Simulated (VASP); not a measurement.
Wanted: the native input for a VASP 6.6.1 run.

```
Task                   : single point
Functional             : PBEsol
Dispersion             : D3(BJ)
Potentials or basis    : VASP PAW PBE potentials, release 64 (Sn_d)
Cutoff                 : 520 eV
k mesh                 : 18 × 18 × 18
Occupations            : gaussian, width 0.15 eV
Spin                   : no spin polarisation
Dipole correction      : no
Further INCAR settings : ALGO = Fast; EDIFF = 1e-06; NBANDS = 13
```

The structure of Sn lies in POSCAR:

```
Sn
1.0
   -1.8946518192      1.8946518192      1.6104540463
    1.8946518192     -1.8946518192      1.6104540463
    1.8946518192      1.8946518192     -1.6104540463
Sn
1
Direct
    0.0000000000      0.0000000000      0.0000000000
```

This cell differs from its parent crystal: strain -0.1500 x Voigt [0, 0, 1, 0, 0, 0].

These files were run (other wordings do the same):

INCAR

```
ALGO = Fast
EDIFF = 1E-6
ENCUT = 520
GGA = PS
ISIF = 2
ISMEAR = 0
IVDW = 12
LASPH = True
LCHARG = False
LREAL = False
LWAVE = False
NBANDS = 13
NELM = 60
PREC = Accurate
SIGMA = 0.15
```

KPOINTS

```
k-points
0
Gamma
  18 18 18
```

Potentials or basis: VASP PAW PBE potentials, release 64 (Sn_d).

Command:

```console
$ cat potpaw_PBE.64/Sn_d/POTCAR > POTCAR
$ mpirun -np 1 vasp_std > vasp.out
```

It gave:

```
Pressure                   : 6.4 GPa
Band gap on the k mesh     : zero (bands 7 and 8 overlap by 10.91 eV)
Dispersion energy per atom : -0.461 eV
```

Caveat: the cell differs from its parent crystal (strain -0.1500 x Voigt [0, 0, 1, 0, 0, 0]); the cell stands under pressure; the PAW data sets were made with another functional, which shifts forces and pressure a little; spin-orbit coupling is left out, which moves the levels of the heavy elements.

Wall time 110 s on 1 thread of Intel Xeon 8259CL (shared host), peak memory 0.25 GiB.
